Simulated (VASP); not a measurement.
# SrAl2O2 (P-3m1) in VASP: further runs

The runs below take SrAl2O2 through single point, relaxation of cell and atoms, with PBE.

All numbers are computed with VASP 6.6.1; they aren't measurements. Logs are shortened: lines on timing, memory, paths and dates and some standing lists are left out, and cuts for length are marked.

### 1 The cell of the first run

Symmetry: P-3m1, No. 164, trigonal system. Conventional cell: a = 3.488 Å, b = 3.488 Å, c = 8.028 Å, α = 90.00°, β = 90.00°, γ = 120.00°. Within 4.6 Å of Sr (site symmetry -3m) lie 6 Al at 3.49 Å and 6 Sr at 3.49 Å and 6 O at 3.81 Å. Al (site symmetry 3m) has 4 O at 1.94 to 2.05 Å within 2.6 Å. O (site symmetry 3m) has 4 Al at 1.94 to 2.05 Å and 3 O at 2.54 Å within 2.6 Å.

### 2 Single point, PBE

Contents of INCAR:

```
  ALGO = Normal
  EDIFF = 1E-6
  ENCUT = 520
  GGA = PE
  ISIF = 2
  ISMEAR = 0
  LASPH = True
  LCHARG = False
  LREAL = False
  LWAVE = False
  NBANDS = 22
  NELM = 60
  PREC = Accurate
  SIGMA = 0.1
```

Contents of KPOINTS:

```
k-points
0
Gamma
  12 12 6
```

Contents of POSCAR:

```
SrAl2O2
1.0
    3.4884782113      0.0000000000      0.0000000000
   -1.7442391057      3.0211107515      0.0000000000
    0.0000000000      0.0000000000      8.0276767643
Sr Al O
1 2 2
Direct
    0.0000000000      0.0000000000      0.5000000000
    0.3333333333      0.6666666667      0.8545133476
    0.6666666667      0.3333333333      0.1454866524
    0.3333333333      0.6666666667      0.0965139088
    0.6666666667      0.3333333333      0.9034860912
```

Potentials or basis: VASP PAW PBE potentials, release 64 (Sr_sv, Al, O).

Launch:

```sh
> cat potpaw_PBE.64/Sr_sv/POTCAR potpaw_PBE.64/Al/POTCAR potpaw_PBE.64/O/POTCAR > POTCAR
> mpirun -np 1 vasp_std > vasp.out
```

OUTCAR:

```text
EDIFF = 1E-6
   ENCUT = 520
   GGA = PE
   ISIF = 2
   ISMEAR = 0
   LASPH = True
   LREAL = False
   NELM = 60
   PREC = Accurate

 ion  position               nearest neighbor table
   1  0.000  0.000  0.500-   2 3.49   3 3.49   2 3.49   3 3.49   3 3.49   2 3.49
   2  0.333  0.667  0.855-   4 1.94   5 2.05   5 2.05   5 2.05   3 3.08   3 3.08   3 3.08   1 3.49
                             1 3.49   1 3.49
   3  0.667  0.333  0.145-   5 1.94   4 2.05   4 2.05   4 2.05   2 3.08   2 3.08   2 3.08   1 3.49
                             1 3.49   1 3.49
   4  0.333  0.667  0.097-   2 1.94   3 2.05   3 2.05   3 2.05
   5  0.667  0.333  0.903-   3 1.94   2 2.05   2 2.05   2 2.05

  LATTYP: Found a hexagonal cell.
 ALAT       =     3.4884782113
 C/A-ratio  =     2.3011973354

  Lattice vectors:

 A1 = (   3.4884782113,   0.0000000000,   0.0000000000)
 A2 = (  -1.7442391057,   3.0211107515,   0.0000000000)
 A3 = (   0.0000000000,   0.0000000000,   8.0276767643)

Analysis of symmetry for initial positions (statically):
=====================================================================
 Subroutine PRICEL returns:
 Original cell was already a primitive cell.

 Routine SETGRP: Setting up the symmetry group for a
 hexagonal supercell.

 Subroutine GETGRP returns: Found 12 space group operations
 (whereof 12 operations were pure point group operations)
 out of a pool of 24 trial point group operations.

The static configuration has the point symmetry D_3d.

Analysis of symmetry for dynamics (positions and initial velocities):
=====================================================================
 Subroutine PRICEL returns:
 Original cell was already a primitive cell.

 Routine SETGRP: Setting up the symmetry group for a
 hexagonal supercell.

 Subroutine GETGRP returns: Found 12 space group operations
 (whereof 12 operations were pure point group operations)
 out of a pool of 24 trial point group operations.

The dynamic configuration has the point symmetry D_3d.

 Subroutine INISYM returns: Found 12 space group operations
 (whereof 12 operations are pure point group operations),
 and found     1 'primitive' translations

----------------------------------------------------------------------------------------

                                     Primitive cell

  volume of cell :      84.6043

  direct lattice vectors                    reciprocal lattice vectors
     3.488478211  0.000000000  0.000000000     0.286657946  0.165502043  0.000000000
    -1.744239106  3.021110752  0.000000000     0.000000000  0.331004085  0.000000000
     0.000000000  0.000000000  8.027676764     0.000000000  0.000000000  0.124569041

  length of vectors
     3.488478211  3.488478211  8.027676764     0.331004085  0.331004085  0.124569041

  position of ions in fractional coordinates (direct lattice)
     0.000000000  0.000000000  0.500000000
     0.333333333  0.666666667  0.854513348
     0.666666667  0.333333333  0.145486652
     0.333333333  0.666666667  0.096513909
     0.666666667  0.333333333  0.903486091

  ion indices of the primitive-cell ions
   primitive index   ion index
                 1           1
                 2           2
                 3           3
                 4           4
                 5           5

----------------------------------------------------------------------------------------

 KPOINTS: k-points

Automatic generation of k-mesh.
 Grid dimensions read from file:
 generate k-points for:   12   12    6

 Generating k-lattice:

  Cartesian coordinates                     Fractional coordinates (reciprocal lattice)
     0.023888162  0.013791837  0.000000000     0.083333333 -0.000000000  0.000000000
     0.000000000  0.027583674  0.000000000     0.000000000  0.083333333  0.000000000
     0.000000000  0.000000000  0.020761507     0.000000000  0.000000000  0.166666667

  Length of vectors
     0.027583674  0.027583674  0.020761507

  Shift w.r.t. Gamma in fractional coordinates (k-lattice)
     0.000000000  0.000000000  0.000000000

 Subroutine IBZKPT returns following result:
 ===========================================

 Found    100 irreducible k-points:

 Following reciprocal coordinates:
            Coordinates               Weight
  0.000000  0.000000  0.000000      1.000000
  0.083333  0.000000  0.000000      6.000000
  0.166667  0.000000  0.000000      6.000000
  0.250000  0.000000  0.000000      6.000000
  0.333333  0.000000  0.000000      6.000000
  0.416667 -0.000000  0.000000      6.000000
[... 16 lines left out ...]
  0.166667  0.000000  0.166667      6.000000
  0.000000  0.166667  0.166667      6.000000
 [... further k-points ...]
   k-points           NKPTS =    100   k-points in BZ     NKDIM =    100   number of bands    NBANDS=     22
   number of dos      NEDOS =    301   number of ions     NIONS =      5
   total plane-waves  NPLWV =  47040
   dimension x,y,z NGX =    28 NGY =   28 NGZ =   60
   dimension x,y,z NGXF=    56 NGYF=   56 NGZF=  120
   ions per type =               1   2   2
   NGX,Y,Z   is equivalent  to a cutoff of  13.34, 13.34, 12.43 a.u.
   NGXF,Y,Z  is equivalent  to a cutoff of  26.69, 26.69, 24.85 a.u.
 SYSTEM =  unknown system
   PREC   = accura    normal or accurate (medium, high low for compatibility)
   ISTART =      0    job   : 0-new  1-cont  2-samecut
   ICHARG =      2    charge: 1-file 2-atom 10-const
   ISPIN  =      1    spin polarized calculation?
   LNONCOLLINEAR =      F non collinear calculations
   LSORBIT =      F    spin-orbit coupling
   LASPH  =      T    aspherical Exc in radial PAW
   ENCUT  =  520.0 eV  38.22 Ry    6.18 a.u.   6.49  6.49 14.93*2*pi/ulx,y,z
   NELM   =     60;   NELMIN=  2; NELMDL= -5     # of ELM steps
   EDIFF  = 0.1E-05   stopping-criterion for ELM
   LREAL  =      F    real-space projection
   EDIFFG = 0.1E-04   stopping-criterion for IOM
   NSW    =      0    number of steps for IOM
   IBRION =     -1    ionic relax: 0-MD 1-quasi-New 2-CG
   NFREE  =      0    steps in history (QN), initial steepest desc. (CG)
   ISIF   =      2    stress and relaxation
   ISYM   =      2    0-nonsym 1-usesym 2-fastsym
   POTIM  = 0.5000    time-step for ionic-motion
   TEBEG  =    0.0;   TEEND  =   0.0 temperature during run
   PSTRESS=    0.0 pullay stress
   NELECT =      28.0000    total number of electrons
   NUPDOWN=      -1.0000    fix difference up-down
   EMIN   =  10.00;   EMAX   =-10.00  energy-range for DOS
   EFERMI =   0.00;   METHOD = LEGACY
   ISMEAR =     0;   SIGMA  =   0.10  broadening in eV -4-tet -1-fermi 0-gaus
   EFERMI_NEDOS =   21; number of points for ismear=-14 and -15
   IALGO  =     38    algorithm
   IMIX   =      4    mixing-type and parameters
     AMIX     =   0.40;   BMIX     =  1.00
     AMIX_MAG =   1.60;   BMIX_MAG =  1.00
  volume/ion in A,a.u.               =      16.92       114.19
  Fermi-wavevector in a.u.,A,eV,Ry     =   1.132392  2.139910 17.446899  1.282311
  Thomas-Fermi vector in A             =   2.269093
   LORBIT       =      0    0 simple, 1 ext, 2 COOP (PROOUT), +10 PAW based schemes
   GGA     = PE    functional components
   LHFCALC =     F    Hartree Fock is set to
   AEXX    =    0.0000 exact exchange contribution
   IVDW    =     0    specifies the selected vdW correction
   LEPSILON=     F    determine dielectric tensor
   LRPA    =     F    only Hartree local field effects (RPA)
 non-spin polarized calculation
 Gauss-broadening in eV      SIGMA  =   0.10
  energy-cutoff  :      520.00
  volume of cell :       84.60
 maximum number of plane-waves:      2310
 NGX is ok and might be reduce to    28
   NGX = 13   NGY = 13   NGZ = 29

 number of electron      28.0000006 magnetization

 Free energy of the ion-electron system (eV)
  ---------------------------------------------------
  ext. energy  EPLUGINS =         0.00000000
  ---------------------------------------------------
  free energy    TOTEN  =       -26.50722223 eV

  energy without entropy =      -26.50256436  energy(sigma->0) =      -26.50489329

 E-fermi :   5.4602     XC(G=0):  -9.6227

 val. band max:        5.4571413514   @ k =   0.5000   0.0000   0.3333
 cond. band min:       5.4629982613   @ k =   0.5000   0.0000   0.1667
 fundamental gap:      0.0058569099
 Fermi energy:         5.4601659700

 k-point     1 :       0.0000    0.0000    0.0000
  band No.  band energies     occupation
      1     -30.3285      2.00000
      2     -15.7692      2.00000
      3     -13.8723      2.00000
      4     -12.3378      2.00000
      5     -11.9456      2.00000
      6     -11.9456      2.00000
[... 14 lines left out ...]
     21      10.9817      0.00000
     22      11.4943      0.00000

 k-point     2 :       0.0833    0.0000    0.0000
  band No.  band energies     occupation
      1     -30.3204      2.00000
      2     -15.7280      2.00000
      3     -13.8805      2.00000
      4     -12.3270      2.00000
      5     -12.0179      2.00000
      6     -11.9609      2.00000
[... 14 lines left out ...]
     21      10.8126      0.00000
     22      11.3421      0.00000

 k-point     3 :       0.1667    0.0000    0.0000
  band No.  band energies     occupation
      1     -30.2981      2.00000
      2     -15.6086      2.00000
      3     -13.9096      2.00000
      4     -12.2971      2.00000
      5     -12.2100      2.00000
      6     -12.0026      2.00000
[... 14 lines left out ...]
     21      10.5130      0.00000
     22      11.3864      0.00000
[... 476 lines left out ...]
 k-point    23 :       0.1667    0.0000    0.1667
  band No.  band energies     occupation
      1     -30.2981      2.00000
      2     -15.6092      2.00000
      3     -13.9079      2.00000
      4     -12.2984      2.00000
      5     -12.2099      2.00000
      6     -12.0026      2.00000
[... 14 lines left out ...]
     21      10.4649      0.00000
     22      11.2830      0.00000

 k-point    24 :       0.0000    0.1667    0.1667
  band No.  band energies     occupation
      1     -30.2981      2.00000
      2     -15.6092      2.00000
      3     -13.9076      2.00000
      4     -12.2987      2.00000
      5     -12.2100      2.00000
      6     -12.0026      2.00000
[... 14 lines left out ...]
     21      10.6080      0.00000
     22      11.4399      0.00000

 [... further k-points ...]
[... 5 lines left out ...]
  --------------------------------------------------------------------------------------
  -------------------------------------------------------------------------------------
  Total       -0.0117063     -0.0117063      0.0253087      0.0000000     -0.0000000      0.0000000
  in kB       -0.2216853     -0.2216853      0.4792779      0.0000000     -0.0000000      0.0000000
  external PRESSURE =       0.0119691 kB  Pullay stress =       0.0000000 kB

 VOLUME and BASIS-vectors are now :
 -----------------------------------------------------------------------------
  energy-cutoff  :      520.00
  volume of cell :       84.60
      direct lattice vectors                 reciprocal lattice vectors
     3.488478211  0.000000000  0.000000000     0.286657946  0.165502043  0.000000000
    -1.744239106  3.021110752  0.000000000     0.000000000  0.331004085  0.000000000
     0.000000000  0.000000000  8.027676764     0.000000000  0.000000000  0.124569041

 POSITION                                       TOTAL-FORCE (eV/Angst)
 -----------------------------------------------------------------------------------
      0.00000      0.00000      4.01384         0.000000      0.000000     -0.000000
     -0.00000      2.01407      6.85976         0.000000     -0.000000     -0.011343
      1.74424      1.00704      1.16792        -0.000000      0.000000      0.011343
     -0.00000      2.01407      0.77478        -0.000000      0.000000      0.004738
      1.74424      1.00704      7.25289         0.000000      0.000000     -0.004738
 -----------------------------------------------------------------------------------
    total drift:                                0.000000      0.000000      0.000000

  FREE ENERGIE OF THE ION-ELECTRON SYSTEM (eV)
  ---------------------------------------------------
  free  energy   TOTEN  =       -26.5072222278 eV

  energy  without entropy=      -26.5025643596  energy(sigma->0) =      -26.50489329
```

Run time: 76 s. Hardware: 1 thread of Intel Xeon 6975P-C (Granite Rapids), shared host; peak memory 0.32 GiB.

Results:

```
Free energy            : -26.5072 eV
Pressure               : 0.0 GPa
Largest force          : 0.011 eV/Å
Band gap on the k mesh : zero (band 14 reaches 5.59 eV, above the bottom of band 15 at 4.89 eV)
```

Forces on the atoms (eV/Å):
```
Sr   0.000  0.000  0.000
Al   0.000  0.000 -0.011
Al   0.000  0.000  0.011
O    0.000  0.000  0.005
O    0.000  0.000 -0.005
```

Levels at points of the mesh, in eV from the Fermi level:
| k point | band 12 | band 13 | band 14 | band 15 | band 16 | band 17 |
| --- | --- | --- | --- | --- | --- | --- |
| (0.00, 0.00, 0.00) | -4.70 | -3.70 | -0.78 | -0.57 | 3.28 | 3.28 |
| (0.50, 0.00, 0.00) | -4.65 | -1.46 | 0.07 | 0.23 | 1.60 | 1.83 |
| (0.00, 0.00, 0.50) | -4.70 | -2.65 | -2.60 | 0.34 | 3.12 | 3.26 |
| (0.50, 0.00, 0.50) | -4.65 | -1.15 | -0.18 | -0.10 | 1.31 | 2.43 |

[end of part 1 of 3]
